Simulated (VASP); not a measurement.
Here is a VASP 6.6.1 calculation.

Contents of INCAR:

```
SYSTEM = HgTe
PREC = Accurate
ENCUT = 520
EDIFF = 1E-6
ISMEAR = -1
SIGMA = 0.05
LREAL = .False.
LASPH = .True.
NELM = 80
ALGO = Normal
ISIF = 2
LWAVE = .False.
LCHARG = .True.
GGA = PE
LELF = .True.
LVHAR = .True.
NBANDS = 16
```

Contents of KPOINTS:

```
regular mesh
0
Gamma
  12 12 12
  0 0 0
```

File POSCAR:

```
HgTe
1.0
    0.0000000000      3.0727358056      3.0727358056
    3.0727358056      0.0000000000      3.0727358056
    3.0727358056      3.0727358056      0.0000000000
Hg Te
1 1
Direct
    0.0000000000      0.0000000000      0.0000000000
    0.5000000000      0.5000000000      0.5000000000
```

Potentials or basis: VASP PAW PBE potentials, release 64 (Hg, Te).

Launch:

```bash
$ cat potpaw_PBE.64/Hg/POTCAR potpaw_PBE.64/Te/POTCAR > POTCAR
$ mpirun -np 1 vasp_std > vasp.out
```

**Question.** Estimate the pressure.

**Answer.** 0.1 GPa.

**Question.** Estimate the band gap on the k mesh.

**Answer.** Zero (bands 9 and 10 overlap by 2.43 eV).

Caveat: spin-orbit coupling is left out, which moves the levels of the heavy elements.
